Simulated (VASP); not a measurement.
Write the native input for VASP 6.6.1 that does the following.

```
Task                   : single point
Functional             : LDA
Potentials or basis    : VASP PAW LDA potentials, release 64 (Na_pv, S)
Cutoff                 : 500 eV
k mesh                 : 8 × 8 × 8
Occupations            : gaussian, width 0.01 eV
Spin                   : no spin polarisation
Dipole correction      : no
Further INCAR settings : ALGO = Normal; EDIFF = 1e-06; NBANDS = 17
```

The structure of Na2S lies in POSCAR:

```
Na2S
1.0
    0.0000000000      3.1359627462      3.1359627462
    3.1359627462      0.0000000000      3.1359627462
    3.1359627462      3.1359627462      0.0000000000
Na S
2 1
Direct
    0.2500000000      0.2500000000      0.2500000000
    0.7500000000      0.7500000000      0.7500000000
    0.0000000000      0.0000000000      0.0000000000
```

These files were run (other wordings do the same):

INCAR

```
PREC     = Accurate       # precision mode
ENCUT    = 500            # plane-wave cutoff, eV
EDIFF    = 1E-6           # SCF threshold, eV
ISMEAR   = 0              # smearing method
SIGMA    = 0.01           # smearing width, eV
LREAL    = False          # projectors in reciprocal space
LASPH    = True           # aspherical terms in the spheres
NELM     = 120            # most SCF steps
ALGO     = Normal         # electronic algorithm
ISIF     = 2              # what is computed and relaxed
LWAVE    = False          # write WAVECAR
LCHARG   = False          # write CHGCAR
GGA      = CA             # functional
NBANDS   = 17             # bands
GGA_COMPAT= False
```

KPOINTS

```
regular mesh
0
Gamma
  8 8 8
```

Potentials or basis: VASP PAW LDA potentials, release 64 (Na_pv, S).

Command:

```console
$ cat potpaw_LDA.64/Na_pv/POTCAR potpaw_LDA.64/S/POTCAR > POTCAR
$ mpirun -np 1 vasp_std > vasp.out
```

Results of the run:

The pressure is 2.0 GPa and the band gap on the k mesh is 2.68 eV, direct.

Run time: 34 s on 1 thread of Intel Xeon 8259CL (shared host), peak memory 0.16 GiB.
